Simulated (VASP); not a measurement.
A run of VASP 6.6.1 is set up as follows.

INCAR

```
PREC = Accurate
ENCUT = 520
EDIFF = 1E-7
ISMEAR = 0
SIGMA = 0.1
LREAL = F
LASPH = T
NELM = 100
ALGO = Normal
ISIF = 2
LWAVE = F
LCHARG = F
GGA = PE
NBANDS = 34
```

KPOINTS

```
regular mesh
0
Gamma
  4 4 4
```

Contents of POSCAR:

```
TaBiTe4
1.0
    5.0774704380     -5.1025460713      0.0000000000
    5.0774704380      5.1025460713      0.0000000000
    0.0000000000      0.0000000000      4.1306036959
Ta Bi Te
1 1 4
Direct
    0.5000000000      0.5000000000      0.5000000000
    0.0000000000      0.0000000000      0.0000000000
    0.6846825891      0.3153174109      0.0000000000
    0.3153174109      0.6846825891      0.0000000000
    0.7747935986      0.7747935986      0.5000000000
    0.2252064014      0.2252064014      0.5000000000
```

Potentials or basis: VASP PAW PBE potentials, release 64 (Ta_pv, Bi_d, Te).

Run with:

```console
$ cat potpaw_PBE.64/Ta_pv/POTCAR potpaw_PBE.64/Bi_d/POTCAR potpaw_PBE.64/Te/POTCAR > POTCAR
$ mpirun -np 1 vasp_std > vasp.out
```

Estimate the band gap on the k mesh.

zero (bands 25 and 26 overlap by 0.18 eV).

Predict the largest force.

0.015 eV/Å.

What does it give for the pressure?

-0.1 GPa.

Forces on the atoms (eV/Å):
```
Ta   0.000  0.000  0.000
Bi   0.000  0.000  0.000
Te   0.000  0.009  0.000
Te   0.000 -0.009  0.000
Te  -0.015  0.000  0.000
Te   0.015  0.000  0.000
```

Caveat: the k points lie up to 0.38 Å⁻¹ apart; spin-orbit coupling is left out, which moves the levels of the heavy elements.
